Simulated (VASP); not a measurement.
Crystal: Ru.

```
Ru
1.0
     2.65056    0.00000    0.00000
    -1.32528    2.29546    0.00000
     0.00000    0.00000    4.19449
Ru
2
Direct
  0.66667 0.33333 0.75000
  0.33333 0.66667 0.25000
```

Base run:

* Program: VASP 6.6.1
* Functional: r2SCAN
* Potentials or basis: VASP PAW PBE potentials, release 64 (Ru_pv)
* Cutoff: 520 eV
* k mesh: 11 × 11 × 6
* Occupations: fermi-dirac, width 0.05 eV
* Spin: no spin polarisation

Its results: band gap on the k mesh zero (band 14 reaches 15.62 eV, above the bottom of band 15 at 12.09 eV); pressure 23.6 GPa.

**Question.** After a change of settings the same cell gave: band gap on the k mesh zero (band 14 reaches 15.53 eV, above the bottom of band 15 at 12.14 eV); pressure 16.7 GPa. Which change was it?
A. functional from r2SCAN to RPBE; further incar settings from ALGO = Normal; EDIFF = 1e-06; NBANDS = 21 to ALGO = Fast; EDIFF = 1e-07; NBANDS = 21
B. functional from r2SCAN to PBEsol
C. functional from r2SCAN to SVWN5
D. further incar settings from ALGO = Normal; EDIFF = 1e-06; NBANDS = 21 to ALGO = Normal; EDIFF = 1e-07; NBANDS = 21; dispersion from none to D3(BJ)

**Answer.** B.

Caveats: the PAW data sets were made with another functional, which shifts forces and pressure a little.
